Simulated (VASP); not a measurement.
# Hg (P6/mmm) in VASP: a series of runs

Runs on Hg. Level: PBE. Tasks: single point.

Everything below comes from runs of VASP 6.6.1. Logs are shortened: lines on timing, memory, paths and dates and some standing lists are left out, and cuts for length are marked.

## 1. The cell of the first run

Symmetry: P6/mmm, No. 191, hexagonal system. Conventional cell: a = 4.540 Å, b = 4.540 Å, c = 3.870 Å, α = 90.00°, β = 90.00°, γ = 120.00°. Hg (site symmetry -6m2) has 9 Hg at 2.62 to 3.26 Å within 3.5 Å. Within 4.3 Å of Hg (site symmetry 6/mmm) lie 14 Hg at 3.26 to 3.87 Å.

## 2. Single point, PBE

INCAR reads:

```
SYSTEM = Hg
PREC = Accurate ; ENCUT = 550
EDIFF = 1E-6 ; ISMEAR = 0
SIGMA = 0.1 ; LREAL = .FALSE.
LASPH = .TRUE. ; NELM = 120
ALGO = Normal ; ISIF = 2
LWAVE = .FALSE. ; LCHARG = .FALSE.
GGA = PE ; NBANDS = 37
GGA_COMPAT = .FALSE.
```

KPOINTS reads:

```
regular mesh
0
G
  6 6 4
  0 0 0
```

POSCAR reads:

```
Hg
1.0
    4.5400020208      0.0000000000      0.0000000000
   -2.2700010104      3.9317570832      0.0000000000
    0.0000000000      0.0000000000      3.8700000000
Hg
3
Direct
    0.3333333333      0.6666666667      0.5000000000
    0.0000000000      0.0000000000      0.0000000000
    0.6666666667      0.3333333333      0.5000000000
```

Potentials or basis: VASP PAW PBE potentials, release 64 (Hg_sv_GW).

On the command line:

```sh
> cat potpaw_PBE.64/Hg_sv_GW/POTCAR > POTCAR
> mpirun -np 1 vasp_std > vasp.out
```

OUTCAR:

```text
SYSTEM = Hg
   PREC = Accurate
   ENCUT = 550
   EDIFF = 1E-6
   ISMEAR = 0
   LREAL = .FALSE.
   LASPH = .TRUE.
   NELM = 120
   ISIF = 2
   GGA = PE

 ion  position               nearest neighbor table
   1  0.333  0.667  0.500-   3 2.62   3 2.62   3 2.62   2 3.26   2 3.26   2 3.26   2 3.26   2 3.26
                             2 3.26
   2  0.000  0.000  0.000-   1 3.26   3 3.26   1 3.26   3 3.26   1 3.26   1 3.26   3 3.26   3 3.26
                             3 3.26   3 3.26   1 3.26   1 3.26
   3  0.667  0.333  0.500-   1 2.62   1 2.62   1 2.62   2 3.26   2 3.26   2 3.26   2 3.26   2 3.26
                             2 3.26

  LATTYP: Found a hexagonal cell.
 ALAT       =     4.5400020208
 C/A-ratio  =     0.8524225281

  Lattice vectors:

 A1 = (   4.5400020208,   0.0000000000,   0.0000000000)
 A2 = (  -2.2700010104,   3.9317570832,   0.0000000000)
 A3 = (   0.0000000000,   0.0000000000,   3.8700000000)

Analysis of symmetry for initial positions (statically):
=====================================================================
 Subroutine PRICEL returns:
 Original cell was already a primitive cell.

 Routine SETGRP: Setting up the symmetry group for a
 hexagonal supercell.

 Subroutine GETGRP returns: Found 24 space group operations
 (whereof 24 operations were pure point group operations)
 out of a pool of 24 trial point group operations.

The static configuration has the point symmetry D_6h.

Analysis of symmetry for dynamics (positions and initial velocities):
=====================================================================
 Subroutine PRICEL returns:
 Original cell was already a primitive cell.

 Routine SETGRP: Setting up the symmetry group for a
 hexagonal supercell.

 Subroutine GETGRP returns: Found 24 space group operations
 (whereof 24 operations were pure point group operations)
 out of a pool of 24 trial point group operations.

The dynamic configuration has the point symmetry D_6h.

 Subroutine INISYM returns: Found 24 space group operations
 (whereof 24 operations are pure point group operations),
 and found     1 'primitive' translations

----------------------------------------------------------------------------------------

                                     Primitive cell

  volume of cell :      69.0802

  direct lattice vectors                    reciprocal lattice vectors
     4.540002021  0.000000000  0.000000000     0.220264219  0.127169606  0.000000000
    -2.270001010  3.931757083  0.000000000     0.000000000  0.254339212  0.000000000
     0.000000000  0.000000000  3.870000000     0.000000000  0.000000000  0.258397933

  length of vectors
     4.540002021  4.540002021  3.870000000     0.254339212  0.254339212  0.258397933

  position of ions in fractional coordinates (direct lattice)
     0.333333333  0.666666667  0.500000000
     0.000000000  0.000000000  0.000000000
     0.666666667  0.333333333  0.500000000

  ion indices of the primitive-cell ions
   primitive index   ion index
                 1           1
                 2           2
                 3           3

----------------------------------------------------------------------------------------

 KPOINTS: regular mesh

Automatic generation of k-mesh.
 Grid dimensions read from file:
 generate k-points for:    6    6    4

 Generating k-lattice:

  Cartesian coordinates                     Fractional coordinates (reciprocal lattice)
     0.036710703  0.021194934  0.000000000     0.166666667  0.000000000  0.000000000
     0.000000000  0.042389869  0.000000000     0.000000000  0.166666667  0.000000000
     0.000000000  0.000000000  0.064599483     0.000000000  0.000000000  0.250000000

  Length of vectors
     0.042389869  0.042389869  0.064599483

  Shift w.r.t. Gamma in fractional coordinates (k-lattice)
     0.000000000  0.000000000  0.000000000

 Subroutine IBZKPT returns following result:
 ===========================================

 Found     21 irreducible k-points:

 Following reciprocal coordinates:
            Coordinates               Weight
  0.000000  0.000000  0.000000      1.000000
  0.166667  0.000000  0.000000      6.000000
  0.333333 -0.000000  0.000000      6.000000
  0.500000  0.000000  0.000000      3.000000
  0.166667  0.166667  0.000000      6.000000
  0.333333  0.166667  0.000000     12.000000
[... 13 lines left out ...]
  0.333333  0.166667  0.500000     12.000000
  0.333333  0.333333  0.500000      2.000000
   k-points           NKPTS =     21   k-points in BZ     NKDIM =     21   number of bands    NBANDS=     37
   number of dos      NEDOS =    301   number of ions     NIONS =      3
   total plane-waves  NPLWV =  38880
   dimension x,y,z NGX =    36 NGY =   36 NGZ =   30
   dimension x,y,z NGXF=    72 NGYF=   72 NGZF=   60
   ions per type =               3
   NGX,Y,Z   is equivalent  to a cutoff of  13.18, 13.18, 12.89 a.u.
   NGXF,Y,Z  is equivalent  to a cutoff of  26.36, 26.36, 25.77 a.u.
 SYSTEM =  Hg
   PREC   = accura    normal or accurate (medium, high low for compatibility)
   ISTART =      0    job   : 0-new  1-cont  2-samecut
   ICHARG =      2    charge: 1-file 2-atom 10-const
   ISPIN  =      1    spin polarized calculation?
   LNONCOLLINEAR =      F non collinear calculations
   LSORBIT =      F    spin-orbit coupling
   LASPH  =      T    aspherical Exc in radial PAW
   ENCUT  =  550.0 eV  40.42 Ry    6.36 a.u.   8.68  8.68  7.40*2*pi/ulx,y,z
   NELM   =    120;   NELMIN=  2; NELMDL= -5     # of ELM steps
   EDIFF  = 0.1E-05   stopping-criterion for ELM
   LREAL  =      F    real-space projection
[... 7 lines left out ...]
   TEBEG  =    0.0;   TEEND  =   0.0 temperature during run
   PSTRESS=    0.0 pullay stress
   NELECT =      60.0000    total number of electrons
   NUPDOWN=      -1.0000    fix difference up-down
   EMIN   =  10.00;   EMAX   =-10.00  energy-range for DOS
   EFERMI =   0.00;   METHOD = LEGACY
   ISMEAR =     0;   SIGMA  =   0.10  broadening in eV -4-tet -1-fermi 0-gaus
   EFERMI_NEDOS =   21; number of points for ismear=-14 and -15
   IALGO  =     38    algorithm
   IMIX   =      4    mixing-type and parameters
     AMIX     =   0.40;   BMIX     =  1.00
     AMIX_MAG =   1.60;   BMIX_MAG =  1.00
  volume/ion in A,a.u.               =      23.03       155.39
  Fermi-wavevector in a.u.,A,eV,Ry     =   1.561975  2.951704 33.195021  2.439765
  Thomas-Fermi vector in A             =   2.664961
   LORBIT       =      0    0 simple, 1 ext, 2 COOP (PROOUT), +10 PAW based schemes
   GGA     = PE    functional components
   LHFCALC =     F    Hartree Fock is set to
   AEXX    =    0.0000 exact exchange contribution
   IVDW    =     0    specifies the selected vdW correction
   LEPSILON=     F    determine dielectric tensor
   LRPA    =     F    only Hartree local field effects (RPA)
 non-spin polarized calculation
 Gauss-broadening in eV      SIGMA  =   0.10
  energy-cutoff  :      550.00
  volume of cell :       69.08
 maximum number of plane-waves:      2033
 NGX is ok and might be reduce to    36
   NGX = 17   NGY = 17   NGZ = 15

 number of electron      60.0000012 magnetization

 Free energy of the ion-electron system (eV)
  ---------------------------------------------------
  ext. energy  EPLUGINS =         0.00000000
  ---------------------------------------------------
  free energy    TOTEN  =         0.42985191 eV

  energy without entropy =        0.43519375  energy(sigma->0) =        0.43252283

 E-fermi :   6.6012     XC(G=0): -11.3941

 val. band max:        6.5218114741   @ k =   0.3333  -0.0000   0.0000
 cond. band min:       6.6901667874   @ k =   0.3333   0.1667   0.5000
 fundamental gap:      0.1683553133
 Fermi energy:         6.6012307204

 k-point     1 :       0.0000    0.0000    0.0000
  band No.  band energies     occupation
      1    -109.0645      2.00000
      2    -109.0475      2.00000
      3    -108.4950      2.00000
      4     -57.5218      2.00000
      5     -57.5218      2.00000
      6     -57.3582      2.00000
[... 29 lines left out ...]
     36      14.4758      0.00000
     37      18.9296      0.00000

 k-point     2 :       0.1667    0.0000    0.0000
  band No.  band energies     occupation
      1    -109.0635      2.00000
      2    -109.0485      2.00000
      3    -108.4950      2.00000
      4     -57.5247      2.00000
      5     -57.5131      2.00000
      6     -57.3613      2.00000
[... 29 lines left out ...]
     36      14.9627      0.00000
     37      17.5681      0.00000

 k-point     3 :       0.3333   -0.0000    0.0000
  band No.  band energies     occupation
      1    -109.0609      2.00000
      2    -109.0511      2.00000
      3    -108.4950      2.00000
      4     -57.5301      2.00000
      5     -57.4914      2.00000
      6     -57.3830      2.00000
[... 29 lines left out ...]
     36      15.2172      0.00000
     37      15.5960      0.00000

 k-point     4 :       0.5000    0.0000    0.0000
  band No.  band energies     occupation
      1    -109.0588      2.00000
      2    -109.0532      2.00000
      3    -108.4950      2.00000
      4     -57.5327      2.00000
      5     -57.4763      2.00000
      6     -57.3982      2.00000
[... 29 lines left out ...]
     36      15.7466      0.00000
     37      15.9228      0.00000
[... 563 lines left out ...]
      1    -109.0617      2.00000
      2    -109.0503      2.00000
      3    -108.4950      2.00000
      4     -57.5296      2.00000
      5     -57.4960      2.00000
      6     -57.3784      2.00000
[... 29 lines left out ...]
     36      13.9844      0.00000
     37      15.5562      0.00000

 k-point    20 :       0.3333    0.1667    0.5000
  band No.  band energies     occupation
      1    -109.0588      2.00000
      2    -109.0531      2.00000
      3    -108.4950      2.00000
      4     -57.5347      2.00000
      5     -57.4704      2.00000
      6     -57.4041      2.00000
[... 29 lines left out ...]
     36      16.2154      0.00000
     37      17.2030      0.00000

 k-point    21 :       0.3333    0.3333    0.5000
  band No.  band energies     occupation
      1    -109.0560      2.00000
      2    -109.0560      2.00000
      3    -108.4950      2.00000
      4     -57.5379      2.00000
      5     -57.4371      2.00000
      6     -57.4371      2.00000
[... 29 lines left out ...]
     36      16.1082      0.00000
     37      16.3370      0.00000

------------------------ aborting loop because EDIFF is reached ----------------------------------------

  FORCE on cell =-STRESS in cart. coord.  units (eV):
  Direction    XX          YY          ZZ          XY          YZ          ZX
  --------------------------------------------------------------------------------------
  -------------------------------------------------------------------------------------
  Total        7.2731375      7.2731375      1.7124201      0.0000000      0.0000000      0.0000000
  in kB      168.6858646    168.6858646     39.7161552      0.0000000      0.0000000      0.0000000
  external PRESSURE =     125.6959614 kB  Pullay stress =       0.0000000 kB

 VOLUME and BASIS-vectors are now :
 -----------------------------------------------------------------------------
  energy-cutoff  :      550.00
  volume of cell :       69.08
      direct lattice vectors                 reciprocal lattice vectors
     4.540002021  0.000000000  0.000000000     0.220264219  0.127169606  0.000000000
    -2.270001010  3.931757083  0.000000000     0.000000000  0.254339212  0.000000000
     0.000000000  0.000000000  3.870000000     0.000000000  0.000000000  0.258397933

 POSITION                                       TOTAL-FORCE (eV/Angst)
 -----------------------------------------------------------------------------------
     -0.00000      2.62117      1.93500        -0.000000      0.000000      0.000000
      0.00000      0.00000      0.00000        -0.000000      0.000000     -0.000000
      2.27000      1.31059      1.93500         0.000000     -0.000000     -0.000000
 -----------------------------------------------------------------------------------
    total drift:                                0.000000     -0.000000     -0.000000

  FREE ENERGIE OF THE ION-ELECTRON SYSTEM (eV)
  ---------------------------------------------------
  free  energy   TOTEN  =         0.4298519094 eV

  energy  without entropy=        0.4351937549  energy(sigma->0) =        0.43252283
```

Wall time 25 s (1 thread of Intel Xeon 6975P-C (Granite Rapids), shared host); peak memory 0.22 GiB.

What came out:

* Free energy: 0.4299 eV
* Pressure: 12.6 GPa
* Band gap on the k mesh: zero (bands 30 and 31 overlap by 6.10 eV)

Caveat: the k points lie up to 0.41 Å⁻¹ apart, too coarse for converged energies and pressures of a metal; spin-orbit coupling is left out, which moves the levels of the heavy elements.

## 3. Single point, PBE

INCAR reads:

```
PREC = Accurate
ENCUT = 550
EDIFF = 1E-6
ISMEAR = 0
SIGMA = 0.1
LREAL = False
LASPH = True
NELM = 120
ALGO = Normal
ISIF = 2
LWAVE = False
LCHARG = True
GGA = PE
LELF = True
LVHAR = True
NBANDS = 37
GGA_COMPAT = False
```

KPOINTS reads:

```
Automatic mesh
0
Gamma
  6 6 6
```

POSCAR is that of step 2.

Potentials or basis: VASP PAW PBE potentials, release 64 (Hg_sv_GW).

On the command line:

```sh
> cat potpaw_PBE.64/Hg_sv_GW/POTCAR > POTCAR
> mpirun -np 1 vasp_std > vasp.out
```

Run time: 54 s. Hardware: 1 thread of AMD EPYC 9R45 (Zen 5), shared host; peak memory 0.2 GiB.

The run converged. Its results:

```yaml
Free_energy: 0.4431 eV
Pressure: 12.8 GPa
Band_gap_on_the_k_mesh: zero (bands 30 and 31 overlap by 6.09 eV)
```

Stress tensor (GPa, compression positive):
```
17.03  0.00  0.00
 0.00 17.03  0.00
 0.00  0.00  4.30
```

Levels at points of the mesh, in eV from the Fermi level:
```tsv
k point	band 27	band 28	band 29	band 30	band 31	band 32	band 33	band 34
(0.00, 0.00, 0.00)	-5.96	-5.96	0.41	1.95	2.64	3.62	3.62	3.88
(0.50, 0.00, 0.00)	-5.91	-5.75	-5.00	-0.64	0.33	6.11	6.16	7.04
(0.00, 0.00, 0.50)	-6.08	-6.08	-5.18	4.23	4.24	4.24	4.76	5.34
(0.50, 0.00, 0.50)	-6.03	-3.94	-3.11	-2.30	-1.21	2.33	3.48	3.90
```

Caveat: the stress differs along the axes, from 4 to 17 GPa; spin-orbit coupling is left out, which moves the levels of the heavy elements.

## 4. Single point, PBE

INCAR reads:

```
ALGO     = Normal         # electronic algorithm
EDIFF    = 1E-6           # SCF threshold, eV
ENCUT    = 550            # plane-wave cutoff, eV
GGA      = PE             # functional
GGA_COMPAT= F            
ISIF     = 2              # what is computed and relaxed
ISMEAR   = 1              # smearing method
LASPH    = T              # aspherical terms in the spheres
LCHARG   = F              # write CHGCAR
LREAL    = F              # projectors in reciprocal space
LWAVE    = F              # write WAVECAR
NBANDS   = 37             # bands
NELM     = 120            # most SCF steps
PREC     = Accurate       # precision mode
SIGMA    = 0.1            # smearing width, eV
```

KPOINTS reads:

```
k-points
0
Gamma
  3 3 2
```

POSCAR is that of step 3.

On the command line:

```sh
> cat potpaw_PBE.64/Hg_sv_GW/POTCAR > POTCAR
> mpirun -np 1 vasp_std > vasp.out
```

It took 26 s on 1 thread of Intel Xeon Platinum 8259CL at 2.50GHz (Skylake/Cascade Lake), shared host; peak memory 0.19 GiB.

Results (log left out):

```yaml
Free_energy: 0.5869 eV
Pressure: 9.4 GPa
Band_gap_on_the_k_mesh: zero (bands 30 and 31 overlap by 6.11 eV)
```

Stress tensor (GPa, compression positive):
```
14.54  0.00  0.00
 0.00 14.54  0.00
 0.00  0.00 -1.02
```

Levels at points of the mesh, in eV from the Fermi level:
```
           k point  band 28  band 29  band 30  band 31  band 32  band 33
(0.00, 0.00, 0.00)    -6.13     0.23     1.84     2.60     3.55     3.55
(0.00, 0.00, 0.50)    -6.18    -5.38     4.21     4.22     4.22     4.71
```

Caveat: the k points lie up to 0.81 Å⁻¹ apart, too coarse for converged energies and pressures of a metal; spin-orbit coupling is left out, which moves the levels of the heavy elements.

## 5. Overview

```csv
k mesh,smearing,gap on the mesh (eV),pressure (GPa)
6 × 6 × 4,gaussian 0.1 eV,none,12.6
6 × 6 × 6,gaussian 0.1 eV,none,12.8
3 × 3 × 2,methfessel-paxton 0.1 eV,none,9.4
```

Alike in all rows: task single point; level PBE; potentials or basis VASP PAW PBE potentials, release 64 (Hg_sv_GW); no spin polarisation; cell as given; cutoff (eV) 550.

Caveats: some runs use coarse meshes; spin-orbit coupling is left out, which moves the levels of the heavy elements; the stress differs along the axes, from 4 to 17 GPa (at least some runs).

Absolute energies hang on the potentials; compare differences alone.

The gap in the log of VASP goes by the Fermi energy; the results here count the filled bands.